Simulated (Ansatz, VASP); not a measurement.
## One calculation of TaH5, two programs

```
Ta H
1.0
     3.99254    0.00000    0.00000
    -1.99627    3.45764    0.00000
     0.00000    0.00000    3.96923
Ta H
1 5
Direct
  0.00000 0.00000 0.50000
  0.67000 0.00000 0.00000
  0.33000 0.33000 0.00000
  0.00000 0.67000 0.00000
  0.66667 0.33333 0.50000
  0.33333 0.66667 0.50000
```

Change from the starting cell: species swapped into the MgSn5 type (P-62m, No. 189).

Alike in both runs: task relaxation of cell and atoms; functional PBE; k mesh 6 × 6 × 4; occupations gaussian, width 0.1 eV; no spin polarisation.

```csv
,VASP,Ansatz
version,VASP 6.6.1,Ansatz 0.2.0
potentials or method,"VASP PAW PBE potentials, release 64 (Ta_pv, H), cutoff 600 eV","scalar-relativistic, plane waves, PAW"
valence electrons in the cell,16,18
```

```tsv
	VASP	Ansatz	Ansatz less VASP
gap on the k mesh at the Fermi level, each at its own relaxed structure (eV)	none	none	-
relaxed volume (Å³/atom)	5.76	5.72	-0.039
relaxed cell length with the largest relative difference (Å)	3.590	3.579	-0.0102
```

A gap of «none» marks a metal or a gap that the smearing closes. VASP's potentials hold 16 valence electrons a cell and Ansatz's 18, so a difference there can come from the potentials and not from the codes.

The k mesh is coarse, so the values compare programs but aren't converged. Spin-orbit coupling is off throughout. Noted on VASP's run: the volume moved by over 15 % at a fixed basis, so the end points are rough.
